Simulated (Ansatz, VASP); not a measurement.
One calculation of Ti3Al, two programs

```
CELL_PARAMETERS angstrom
0.00000 3.23178 3.23178
3.23178 0.00000 3.23178
3.23178 3.23178 0.00000
ATOMIC_POSITIONS crystal
Ti 0.75000 0.75000 0.75000
Ti 0.25000 0.25000 0.25000
Ti 0.00000 0.00000 0.00000
Al 0.50000 0.50000 0.50000
```

Alike in both runs: task single point; functional PBE; k mesh 6 × 6 × 6; occupations gaussian, width 0.1 eV; no spin polarisation.

|  | VASP | Ansatz |
| --- | --- | --- |
| version | VASP 6.6.1 | Ansatz 0.2.0 |
| potentials or method | VASP PAW PBE potentials, release 64 (Ti_sv, Al), cutoff 520 eV | scalar-relativistic, plane waves, PAW |
| valence electrons in the cell | 39 | 39 |

VASP gave:

```
gap on the k mesh at the Fermi level (eV) : none
pressure (GPa)                            : -1.3
```

Task: What did Ansatz give for the same quantities?

Result: gap on the k mesh at the Fermi level (eV): none; pressure (GPa): -1.1.

A gap of «none» marks a metal or a gap that the smearing closes.
